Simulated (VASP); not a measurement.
Write the native input for VASP 6.6.1 that does the following.

- Task: single point
- Functional: LDA
- Potentials or basis: VASP PAW LDA potentials, release 64 (Hf_pv, O)
- Cutoff: 520 eV
- k mesh: 6 × 6 × 8
- Occupations: gaussian, width 0.05 eV
- Spin: no spin polarisation
- Dipole correction: no
- Further INCAR settings: ALGO = Normal; EDIFF = 1e-06; NBANDS = 31

The structure of HfO2 lies in POSCAR:

```
HfO2
1.0
    5.0554837080      0.0000000000      0.0000000000
    0.0000000000      5.0554837080      0.0000000000
    0.0000000000      0.0000000000      2.8586895861
Hf O
2 4
Direct
    0.0000000000      0.0000000000      0.0000000000
    0.5000000000      0.5000000000      0.5000000000
    0.1951075730      0.8048924270      0.5000000000
    0.3048924270      0.3048924270      0.0000000000
    0.6951075730      0.6951075730      0.0000000000
    0.8048924270      0.1951075730      0.5000000000
```

This cell differs from its parent crystal: ratio of the length along z to the lengths across it x 0.85, volume and fractional coordinates fixed.

One way to write it, as run:

INCAR

```
SYSTEM = HfO2
PREC = Accurate
ENCUT = 520
EDIFF = 1E-6
ISMEAR = 0
SIGMA = 0.05
LREAL = .False.
LASPH = .True.
NELM = 100
ALGO = Normal
ISIF = 2
LWAVE = .False.
LCHARG = .False.
NBANDS = 31
```

KPOINTS

```
regular mesh
0
Gamma
  6 6 8
  0 0 0
```

Potentials or basis: VASP PAW LDA potentials, release 64 (Hf_pv, O).

The run is started by

```sh
$ cat potpaw_LDA.64/Hf_pv/POTCAR potpaw_LDA.64/O/POTCAR > POTCAR
$ mpirun -np 1 vasp_std > vasp.out
```

Results of the run:

* Pressure: 9.3 GPa
* Largest force: 1.028 eV/Å
* Band gap on the k mesh: 3.59 eV

Caveat: the cell stands under pressure; spin-orbit coupling is left out, which moves the levels of the heavy elements; forces of over 1 eV/Å act on the atoms, so gaps and moduli don't describe the material at rest.

Wall time 110 s on 1 thread of Intel Xeon 8259CL, on a shared host, peak memory 0.22 GiB.
